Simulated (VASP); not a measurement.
Input of a VASP 6.6.1 run:

INCAR

```
PREC = Accurate
ENCUT = 520
EDIFF = 1E-7
ISMEAR = 0
SIGMA = 0.15
LREAL = False
LASPH = True
NELM = 100
ALGO = Normal
ISIF = 2
LWAVE = False
LCHARG = False
GGA = PS
IVDW = 12
NBANDS = 8
```

KPOINTS

```
Automatic mesh
0
Gamma
  12 12 12
```

Contents of POSCAR:

```
P
1.0
    4.4010920031      0.0000000000      0.0000000000
    0.0000000000      4.4010920031      0.0000000000
    0.0000000000      0.0000000000      4.5093400000
P
1
Direct
    0.0000000000      0.0000000000      0.0000000000
```

Potentials or basis: VASP PAW PBE potentials, release 64 (P).

Run with:

```sh
$ cat potpaw_PBE.64/P/POTCAR > POTCAR
$ mpirun -np 1 vasp_std > vasp.out
```

Q: What does it give for the pressure?

A: -3.3 GPa.

Q: Estimate the band gap on the k mesh.

A: Zero (an odd number of electrons rules out a gap without spin polarisation).

Stress tensor (GPa, compression positive):
```
-3.42  0.00  0.00
 0.00 -3.42  0.00
 0.00  0.00 -3.06
```

Caveat: the cell differs from its parent crystal (strain +0.030 along x and y, +0.030 along z); the cell stands under tension; the nearest neighbours stand farther apart than a usual bond; the PAW data sets were made with another functional, which shifts forces and pressure a little; an odd number of electrons without spin polarisation forces a metal; a magnetic or distorted state may lie lower.
